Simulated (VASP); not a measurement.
# MnO2 (P-3m1) in VASP: notebook, part 2 of 3

VASP 6.6.1. Earlier steps stand in the parts before.

## Step 3: Single point, PBEsol, collinear spin, ferromagnetic start (10.19 Å³/atom)

This run uses another cell than the first one, of 10.19 Å³/atom.

INCAR reads:

```
PREC = Accurate
ENCUT = 520
EDIFF = 1E-6
ISMEAR = -1
SIGMA = 0.05
LREAL = False
LASPH = True
NELM = 150
ALGO = Normal
ISIF = 2
LWAVE = False
LCHARG = True
ISPIN = 2
MAGMOM = 4 0 0
LORBIT = 11
LMAXMIX = 4
GGA = PS
LELF = True
LVHAR = True
NBANDS = 24
```

KPOINTS reads:

```
Automatic mesh
0
Gamma
  11 11 6
```

POSCAR reads:

```
MnO2
1.0
    2.7982643040      0.0000000000      0.0000000000
   -1.3991321520      2.4233679738      0.0000000000
    0.0000000000      0.0000000000      4.5074421091
Mn O
1 2
Direct
    0.0000000000      0.0000000000      0.5000000000
    0.3333333333      0.6666666667      0.7062925700
    0.6666666667      0.3333333333      0.2937074300
```

Potentials or basis: VASP PAW PBE potentials, release 64 (Mn_pv, O).

The run is started by

```
cat potpaw_PBE.64/Mn_pv/POTCAR potpaw_PBE.64/O/POTCAR > POTCAR
mpirun -np 1 vasp_std > vasp.out
```

OUTCAR:

```text
PREC = Accurate
   ENCUT = 520
   EDIFF = 1E-6
   ISMEAR = -1
   LREAL = False
   LASPH = True
   NELM = 150
   ISIF = 2
   ISPIN = 2
   LORBIT = 11
   GGA = PS

 ion  position               nearest neighbor table
   1  0.000  0.000  0.500-   2 1.86   3 1.86   3 1.86   2 1.86   3 1.86   2 1.86
   2  0.333  0.667  0.706-   1 1.86   1 1.86   1 1.86
   3  0.667  0.333  0.294-   1 1.86   1 1.86   1 1.86

  LATTYP: Found a hexagonal cell.
 ALAT       =     2.7982643040
 C/A-ratio  =     1.6107992739

  Lattice vectors:

 A1 = (   2.7982643040,   0.0000000000,   0.0000000000)
 A2 = (  -1.3991321520,   2.4233679738,   0.0000000000)
 A3 = (   0.0000000000,   0.0000000000,   4.5074421091)

Analysis of symmetry for initial positions (statically):
=====================================================================
 Subroutine PRICEL returns:
 Original cell was already a primitive cell.

 Routine SETGRP: Setting up the symmetry group for a
 hexagonal supercell.

 Subroutine GETGRP returns: Found 12 space group operations
 (whereof 12 operations were pure point group operations)
 out of a pool of 24 trial point group operations.

The static configuration has the point symmetry D_3d.

Analysis of symmetry for dynamics (positions and initial velocities):
=====================================================================
 Subroutine PRICEL returns:
 Original cell was already a primitive cell.

 Routine SETGRP: Setting up the symmetry group for a
 hexagonal supercell.

 Subroutine GETGRP returns: Found 12 space group operations
 (whereof 12 operations were pure point group operations)
 out of a pool of 24 trial point group operations.

The dynamic configuration has the point symmetry D_3d.

Analysis of structural, dynamic, and magnetic symmetry:
=====================================================================
 Subroutine PRICEL returns:
 Original cell was already a primitive cell.

 Routine SETGRP: Setting up the symmetry group for a
 hexagonal supercell.

 Subroutine GETGRP returns: Found 12 space group operations
 (whereof 12 operations were pure point group operations)
 out of a pool of 24 trial point group operations.

The overall configuration has the point symmetry D_3d.

 Subroutine INISYM returns: Found 12 space group operations
 (whereof 12 operations are pure point group operations),
 and found     1 'primitive' translations

----------------------------------------------------------------------------------------

                                     Primitive cell

  volume of cell :      30.5660

  direct lattice vectors                    reciprocal lattice vectors
     2.798264304  0.000000000  0.000000000     0.357364384  0.206324423  0.000000000
    -1.399132152  2.423367974  0.000000000     0.000000000  0.412648847  0.000000000
     0.000000000  0.000000000  4.507442109     0.000000000  0.000000000  0.221855317

  length of vectors
     2.798264304  2.798264304  4.507442109     0.412648847  0.412648847  0.221855317

  position of ions in fractional coordinates (direct lattice)
     0.000000000  0.000000000  0.500000000
     0.333333333  0.666666667  0.706292570
     0.666666667  0.333333333  0.293707430

  ion indices of the primitive-cell ions
   primitive index   ion index
                 1           1
                 2           2
                 3           3

[... 62 lines left out ...]
   PREC   = accura    normal or accurate (medium, high low for compatibility)
   ISTART =      0    job   : 0-new  1-cont  2-samecut
   ICHARG =      2    charge: 1-file 2-atom 10-const
   ISPIN  =      2    spin polarized calculation?
   LNONCOLLINEAR =      F non collinear calculations
   LSORBIT =      F    spin-orbit coupling
   LASPH  =      T    aspherical Exc in radial PAW
   ENCUT  =  520.0 eV  38.22 Ry    6.18 a.u.   5.20  5.20  8.38*2*pi/ulx,y,z
   NELM   =    150;   NELMIN=  2; NELMDL= -5     # of ELM steps
   EDIFF  = 0.1E-05   stopping-criterion for ELM
   LREAL  =      F    real-space projection
   EDIFFG = 0.1E-04   stopping-criterion for IOM
   NSW    =      0    number of steps for IOM
   IBRION =     -1    ionic relax: 0-MD 1-quasi-New 2-CG
   NFREE  =      0    steps in history (QN), initial steepest desc. (CG)
   ISIF   =      2    stress and relaxation
   ISYM   =      2    0-nonsym 1-usesym 2-fastsym
   POTIM  = 0.5000    time-step for ionic-motion
   TEBEG  =    0.0;   TEEND  =   0.0 temperature during run
   PSTRESS=    0.0 pullay stress
   NELECT =      25.0000    total number of electrons
   NUPDOWN=      -1.0000    fix difference up-down
   EMIN   =  10.00;   EMAX   =-10.00  energy-range for DOS
   EFERMI =   0.00;   METHOD = LEGACY
   ISMEAR =    -1;   SIGMA  =   0.05  broadening in eV -4-tet -1-fermi 0-gaus
   EFERMI_NEDOS =   21; number of points for ismear=-14 and -15
   IALGO  =     38    algorithm
   IMIX   =      4    mixing-type and parameters
     AMIX     =   0.40;   BMIX     =  1.00
     AMIX_MAG =   1.60;   BMIX_MAG =  1.00
  volume/ion in A,a.u.               =      10.19        68.76
  Fermi-wavevector in a.u.,A,eV,Ry     =   1.531001  2.893172 31.891559  2.343963
  Thomas-Fermi vector in A             =   2.638406
   LORBIT       =     11    0 simple, 1 ext, 2 COOP (PROOUT), +10 PAW based schemes
   GGA     = PS    functional components
   LHFCALC =     F    Hartree Fock is set to
   AEXX    =    0.0000 exact exchange contribution
   IVDW    =     0    specifies the selected vdW correction
   LEPSILON=     F    determine dielectric tensor
   LRPA    =     F    only Hartree local field effects (RPA)
 spin polarized calculation
  energy-cutoff  :      520.00
  volume of cell :       30.57
 maximum number of plane-waves:       835
 NGX is ok and might be reduce to    24
   NGX = 11   NGY = 11   NGZ = 17

 number of electron      25.0000014 magnetization       2.9994972

 Free energy of the ion-electron system (eV)
  ---------------------------------------------------
  ext. energy  EPLUGINS =         0.00000000
  ---------------------------------------------------
  free energy    TOTEN  =       -24.98248466 eV

  energy without entropy =      -24.98235045  energy(sigma->0) =      -24.98241755

 E-fermi :   4.2761     XC(G=0): -11.3977

 val. band max:        4.0373775178   @ k =   0.0909   0.0000   0.5000
 cond. band min:       4.4929610547   @ k =   0.0000   0.0000   0.5000
 fundamental gap:      0.4555835369
 Fermi energy:         4.2761486810

 spin component 1

 k-point     1 :       0.0000    0.0000    0.0000
  band No.  band energies     occupation
      1     -46.3158      1.00000
      2     -46.3158      1.00000
      3     -46.3014      1.00000
      4     -16.2788      1.00000
      5     -13.6302      1.00000
      6      -2.9601      1.00000
[... 637 lines left out ...]
     23      25.4083      0.00000
     24      27.5704      0.00000

 [... further k-points ...]

 spin component 2

 k-point     1 :       0.0000    0.0000    0.0000
  band No.  band energies     occupation
      1     -43.3415      1.00000
      2     -43.3415      1.00000
      3     -43.1880      1.00000
      4     -16.0580      1.00000
      5     -13.4478      1.00000
      6      -2.1047      1.00000
[... 637 lines left out ...]
     23      26.0687      0.00000
     24      27.8180      0.00000

 [... further k-points ...]
[... 5 lines left out ...]
  --------------------------------------------------------------------------------------
  -------------------------------------------------------------------------------------
  Total        2.7349510      2.7349510      1.9078943      0.0000000      0.0000000      0.0000000
  in kB      143.3579800    143.3579800    100.0061348      0.0000000      0.0000000      0.0000000
  external PRESSURE =     128.9073649 kB  Pullay stress =       0.0000000 kB

 VOLUME and BASIS-vectors are now :
 -----------------------------------------------------------------------------
  energy-cutoff  :      520.00
  volume of cell :       30.57
      direct lattice vectors                 reciprocal lattice vectors
     2.798264304  0.000000000  0.000000000     0.357364384  0.206324423  0.000000000
    -1.399132152  2.423367974  0.000000000     0.000000000  0.412648847  0.000000000
     0.000000000  0.000000000  4.507442109     0.000000000  0.000000000  0.221855317

 POSITION                                       TOTAL-FORCE (eV/Angst)
 -----------------------------------------------------------------------------------
      0.00000      0.00000      2.25372         0.000000      0.000000      0.000000
     -0.00000      1.61558      3.18357        -0.000000     -0.000000      0.898345
      1.39913      0.80779      1.32387         0.000000      0.000000     -0.898345
 -----------------------------------------------------------------------------------
    total drift:                               -0.000000      0.000000      0.000000

  FREE ENERGIE OF THE ION-ELECTRON SYSTEM (eV)
  ---------------------------------------------------
  free  energy   TOTEN  =       -24.9824846550 eV

  energy  without entropy=      -24.9823504523  energy(sigma->0) =      -24.98241755

 total charge

# of ion       s       p       d       tot
------------------------------------------
    1        0.387   6.536   5.012  11.935
    2        1.578   3.435   0.000   5.014
    3        1.578   3.435   0.000   5.014
--------------------------------------------------
tot          3.544  13.406   5.012  21.962

 magnetization (x)

# of ion       s       p       d       tot
------------------------------------------
    1        0.031   0.043   2.706   2.779
    2        0.004   0.065   0.000   0.068
    3        0.004   0.065   0.000   0.068
--------------------------------------------------
tot          0.039   0.172   2.706   2.916
```

OSZICAR:

```text
N       E                     dE             d eps       ncg     rms          rms(c)
DAV:   1     0.245068542069E+03    0.24507E+03   -0.14051E+04  8104   0.121E+03
DAV:   2    -0.176055314411E+02   -0.26267E+03   -0.24645E+03  8848   0.365E+02
DAV:   3    -0.318354577462E+02   -0.14230E+02   -0.14158E+02  9400   0.918E+01
DAV:   4    -0.319557457306E+02   -0.12029E+00   -0.12028E+00  8880   0.886E+00
DAV:   5    -0.319569925050E+02   -0.12468E-02   -0.12468E-02  9648   0.863E-01    0.346E+01
DAV:   6    -0.297992759553E+02    0.21577E+01   -0.71710E+01  9680   0.753E+01    0.356E+01
DAV:   7    -0.261422633921E+02    0.36570E+01   -0.88709E+01  9344   0.756E+01    0.162E+01
DAV:   8    -0.251376330230E+02    0.10046E+01   -0.26814E+00  8896   0.160E+01    0.634E+00
DAV:   9    -0.249772073582E+02    0.16043E+00   -0.84702E-01 11088   0.903E+00    0.224E+00
DAV:  10    -0.249852719208E+02   -0.80646E-02   -0.84687E-02  8760   0.193E+00    0.119E+00
DAV:  11    -0.249823739828E+02    0.28979E-02   -0.64616E-03  8536   0.647E-01    0.394E-01
DAV:  12    -0.249825337490E+02   -0.15977E-03   -0.67273E-04  8432   0.250E-01    0.126E-01
DAV:  13    -0.249824783283E+02    0.55421E-04   -0.30653E-04  9448   0.192E-01    0.379E-02
DAV:  14    -0.249824828205E+02   -0.44922E-05   -0.66920E-05  8920   0.688E-02    0.230E-02
DAV:  15    -0.249824842362E+02   -0.14157E-05   -0.46661E-06  7624   0.224E-02    0.116E-02
DAV:  16    -0.249824846550E+02   -0.41883E-06   -0.25177E-06  6312   0.187E-02
   1 F= -.24982485E+02 E0= -.24982418E+02  d E =-.134203E-03  mag=     2.9996
```

stdout:

```text
POSCAR found type information on POSCAR MnO
 POSCAR found :  2 types and       3 ions
 scaLAPACK will be used
 -----------------------------------------------------------------------------
|                                                                             |
|                                                                             |
|     You enforced a specific xc type in the INCAR file but a different       |
|     I HOPE YOU KNOW WHAT YOU ARE DOING!                                     |
|                                                                             |
 -----------------------------------------------------------------------------

 LDA part: xc-table for (Slater+PW92), standard interpolation
 POSCAR, INCAR and KPOINTS ok, starting setup
 FFT: planning ... GRIDC
 FFT: planning ... GRID_SOFT
 FFT: planning ... GRID
 WAVECAR not read
 entering main loop
```

It took 98 s on 1 thread of AMD EPYC 9R45 (Zen 5), shared host; peak memory 0.19 GiB.

Results:

| Property | Result |
| --- | --- |
| Free energy | -24.9825 eV |
| Pressure | 12.9 GPa |
| Largest force | 0.898 eV/Å |
| Band gap on the k mesh | 0.46 eV (least direct gap 0.50 eV) |
| Net moment | 3.00 μB per cell |
| Site moments | Mn +2.78; O +0.07 μB |
| Valence electrons inside the program's atomic spheres | Mn 11.94; O 5.01 |

Forces in eV/Å, atoms in the order of the input:
```
Mn   0.000  0.000  0.000
O    0.000  0.000  0.898
O    0.000  0.000 -0.898
```

Stress tensor (GPa, compression positive):
```
14.34  0.00  0.00
 0.00 14.34  0.00
 0.00  0.00 10.00
```

Levels at points of the mesh, in eV from the valence-band top:
Spin up:
| k point | band 10 | band 11 | band 12 | band 13 | band 14 | band 15 | band 16 | band 17 | band 18 | band 19 |
| --- | --- | --- | --- | --- | --- | --- | --- | --- | --- | --- |
| (0.00, 0.00, 0.00) | -2.59 | -1.74 | -1.74 | -1.54 | -0.41 | 2.96 | 2.96 | 7.24 | 10.34 | 15.12 |
| (0.00, 0.00, 0.50) | -2.60 | -2.60 | -1.79 | -1.79 | -0.04 | 3.02 | 3.02 | 9.25 | 9.82 | 13.34 |
Spin down:
```
           k point  band 8  band 9  band 10  band 11  band 12  band 13  band 14  band 15
(0.00, 0.00, 0.00)   -5.67   -1.61    -1.61    -1.30     0.46     0.46     2.28     4.32
(0.00, 0.00, 0.50)   -5.13   -2.80    -1.66    -1.66     0.46     0.46     2.46     4.37
```

Caveat: the cell stands under pressure; the PAW data sets were made with another functional, which shifts forces and pressure a little; an odd mesh through Γ misses points on the zone boundary, where band edges can lie; a cell with one magnetic atom can't hold antiferromagnetic order, which such compounds often take.

(Part 2 of 3 ends here.)
